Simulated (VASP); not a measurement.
Here is a VASP 6.6.1 calculation.

INCAR

```
SYSTEM = Nd2AlSe3
  ALGO = Normal
  EDIFF = 1E-6
  ENCUT = 520
  GGA = PE
  ISIF = 2
  ISMEAR = 0
  LASPH = .TRUE.
  LCHARG = .FALSE.
  LREAL = .FALSE.
  LWAVE = .FALSE.
  NBANDS = 34
  NELM = 80
  PREC = Accurate
  SIGMA = 0.1
```

The input KPOINTS:

```
k-points
0
G
  3 3 4
  0 0 0
```

File POSCAR:

```
Nd2AlSe3
1.0
    6.6878850500      0.0000000000      0.0000000000
   -3.3439425300      5.7918783500      0.0000000000
    0.0000000000      0.0000000000      3.9252398400
Nd Al Se
2 1 3
Direct
    0.6666666700      0.3333333300      0.5000000000
    0.3333333300      0.6666666700      0.5000000000
    0.0000000000      0.0000000000      0.5000000000
    0.0000000000      0.5000000000      0.0000000000
    0.5000000000      0.5000000000      0.0000000000
    0.5000000000      0.0000000000      0.0000000000
```

Potentials or basis: VASP PAW PBE potentials, release 64 (Nd, Al, Se).

Launch:

```sh
$ cat potpaw_PBE.64/Nd/POTCAR potpaw_PBE.64/Al/POTCAR potpaw_PBE.64/Se/POTCAR > POTCAR
$ mpirun -np 1 vasp_std > vasp.out
```

(1) What does it give for the pressure?

## Answers

(1) 7.4 GPa.

Caveat: the k points lie up to 0.40 Å⁻¹ apart; the run has no spin polarisation, though such a crystal can be magnetic.
